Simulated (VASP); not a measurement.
Set up this calculation in VASP 6.6.1, as the native input.

```
Task                   : single point
Functional             : revPBE
Potentials or basis    : VASP PAW PBE potentials, release 64 (P, B)
Cutoff                 : 520 eV
k mesh                 : 10 × 10 × 10
Occupations            : fermi-dirac, width 0.05 eV
Spin                   : no spin polarisation
Dipole correction      : no
Further INCAR settings : ALGO = Normal; EDIFF = 1e-06; NBANDS = 11
```

The structure of BP lies in POSCAR:

```
BP
1.0
    0.0000000000      2.2537713532      2.2537713532
    2.2537713532      0.0000000000      2.2537713532
    2.2537713532      2.2537713532      0.0000000000
P B
1 1
Direct
    0.7500000000      0.7500000000      0.7500000000
    0.0000000000      0.0000000000      0.0000000000
```

The input as run:

INCAR

```
  PREC = Accurate
  ENCUT = 520
  EDIFF = 1E-6
  ISMEAR = -1
  SIGMA = 0.05
  LREAL = F
  LASPH = T
  NELM = 80
  ALGO = Normal
  ISIF = 2
  LWAVE = F
  LCHARG = T
  GGA = RE
  LELF = T
  LVHAR = T
  NBANDS = 11
```

KPOINTS

```
regular mesh
0
Gamma
  10 10 10
```

Potentials or basis: VASP PAW PBE potentials, release 64 (P, B).

Run with:

```sh
$ cat potpaw_PBE.64/P/POTCAR potpaw_PBE.64/B/POTCAR > POTCAR
$ mpirun -np 1 vasp_std > vasp.out
```

Results of the run:

```
Pressure               : 6.4 GPa
Band gap on the k mesh : 1.21 eV, indirect (least direct gap 3.42 eV)
```

Caveat: the PAW data sets were made with another functional, which shifts forces and pressure a little.

Wall time 6.5 s on 1 thread of Intel Xeon 6975P-C, on a shared host, peak memory 0.13 GiB.
